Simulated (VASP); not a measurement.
Here is a VASP 6.6.1 calculation.

The input INCAR:

```
SYSTEM = AlN
PREC = Accurate ; ENCUT = 520
EDIFF = 1E-6 ; ISMEAR = 0
SIGMA = 0.05 ; LREAL = .FALSE.
LASPH = .TRUE. ; NELM = 80
ALGO = Normal ; ISIF = 2
LWAVE = .FALSE. ; LCHARG = .FALSE.
GGA = PE ; NBANDS = 26
```

File KPOINTS:

```
regular mesh
0
G
  8 8 3
  0 0 0
```

The input POSCAR:

```
AlN
1.0
   -3.1302395629      0.0000000000      0.0000000000
   -1.5651197814     -2.7108669814      0.0000000000
    0.0000000000      0.0000000000      9.8859593112
Al N
4 4
Direct
    0.3333333333      0.3333333333      0.6645468448
    0.3333333333      0.3333333333      0.1569603277
    0.6666666667      0.6666666667      0.9183401034
    0.6666666667      0.6666666667      0.4107535863
    0.3333333333      0.3333333333      0.8582127067
    0.3333333333      0.3333333333      0.3506261895
    0.6666666667      0.6666666667      0.0968329309
    0.6666666667      0.6666666667      0.6044194481
```

Potentials or basis: VASP PAW PBE potentials, release 64 (Al, N).

Run with:

```console
$ cat potpaw_PBE.64/Al/POTCAR potpaw_PBE.64/N/POTCAR > POTCAR
$ mpirun -np 1 vasp_std > vasp.out
```

Question: What does it give for the largest force?

Answer: 2.600 eV/Å.

Question: Estimate the band gap on the k mesh.

Answer: 4.15 eV.

Stress tensor (GPa, compression positive):
```
0.41 0.00 0.00
0.00 0.41 0.00
0.00 0.00 9.40
```

Caveat: forces of over 1 eV/Å act on the atoms, so gaps and moduli don't describe the material at rest. PBE gaps usually lie below the measured ones, often by a third to a half.
